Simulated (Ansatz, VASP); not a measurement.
**One calculation of LiH, two programs**

Contents of POSCAR:

```
LiH
1.0
    0.0000000000      1.9951720069      1.9951720069
    1.9951720069      0.0000000000      1.9951720069
    1.9951720069      1.9951720069      0.0000000000
Li H
1 1
Direct
    0.0000000000      0.0000000000      0.0000000000
    0.5000000000      0.5000000000      0.5000000000
```

File INCAR.step1:

```
PREC = Accurate
ENCUT = 520
EDIFF = 1E-5
ISMEAR = -1
SIGMA = 0.05
LREAL = False
LASPH = True
NELM = 100
ALGO = Normal
ISIF = 2
LWAVE = True
LCHARG = False
NBANDS = 9
GGA = PE
```

File INCAR.step2:

```
PREC = Accurate
ENCUT = 520
EDIFF = 1E-6
ISMEAR = -1
SIGMA = 0.05
LREAL = False
LASPH = True
NELM = 100
ALGO = Normal
ISIF = 2
LWAVE = False
LCHARG = False
GGA = PE
LHFCALC = True
AEXX = 0.25
PRECFOCK = Normal
NBANDS = 9
ISTART = 1
```

The input KPOINTS:

```
Automatic mesh
0
Gamma
  6 6 6
```

Contents of input:

```
crystal:
  lattice:
    - [0.0, 1.9951720069, 1.9951720069]
    - [1.9951720069, 0.0, 1.9951720069]
    - [1.9951720069, 1.9951720069, 0.0]
  atoms:
    - { symbol: Li, position: [0.0, 0.0, 0.0] }
    - { symbol: H, position: [0.5, 0.5, 0.5] }
hamiltonian:
  xc: pbe0
  pseudopotentials: { kind: paw }
kpoints:
  mp_grid: { grid: [6, 6, 6] }
scf:
  occupations: { method: fermi_dirac, width: 0.05 }
output:
  forces: true
  stress: true
  eigenvalues: true
```

Alike in both runs: task single point; functional PBE0; k mesh 6 × 6 × 6; occupations fermi-dirac, width 0.05 eV; no spin polarisation.

|  | VASP | Ansatz |
| --- | --- | --- |
| version | VASP 6.6.1 | Ansatz 0.2.0 |
| potentials or method | VASP PAW PBE potentials, release 64 (Li_sv, H) | Ansatz PAW |
| plane-wave cutoff (eV) | 520 | 420 |
| valence electrons in the cell | 4 | 4 |

Ansatz gave:

- gap on the k mesh at the Fermi level (eV): 4.66
- least direct gap on the mesh (eV): 4.66

Estimate VASP's values.

gap on the k mesh at the Fermi level (eV): 4.69; least direct gap on the mesh (eV): 4.69.

The k mesh is coarse, so the values compare programs but aren't converged. Noted on VASP's run: the cutoff is under 1.25 times that of the potentials, so the pressure is a little rough.
